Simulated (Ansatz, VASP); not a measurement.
**Bi in VASP and in Ansatz**

```
Bi
1.0
     2.26630    1.30845    3.88684
    -2.26630    1.30845    3.88684
     0.00000   -2.61689    3.88684
Bi
2
Direct
  0.23712 0.23712 0.23712
  0.76288 0.76288 0.76288
```

Alike in both runs: functional PBE; dispersion D3(BJ); k mesh 12 × 12 × 12; occupations gaussian, width 0.1 eV; no spin polarisation.

Ansatz relaxed the structure, and its values are those at the end. VASP's run is a single point on that final structure, the one shown.

|  | VASP | Ansatz |
| --- | --- | --- |
| version | VASP 6.6.1 | Ansatz 0.2.0 |
| potentials or method | VASP PAW PBE potentials, release 64 (Bi_d), cutoff 520 eV | scalar-relativistic, plane waves, PAW |
| valence electrons in the cell | 30 | 30 |

```csv
,VASP,Ansatz,Ansatz less VASP
gap on the k mesh at the Fermi level (eV),none,none,-
pressure (GPa),-0.1,0.0,+0.06
```

A gap of «none» marks a metal or a gap that the smearing closes.

Neither program's run includes spin-orbit coupling.
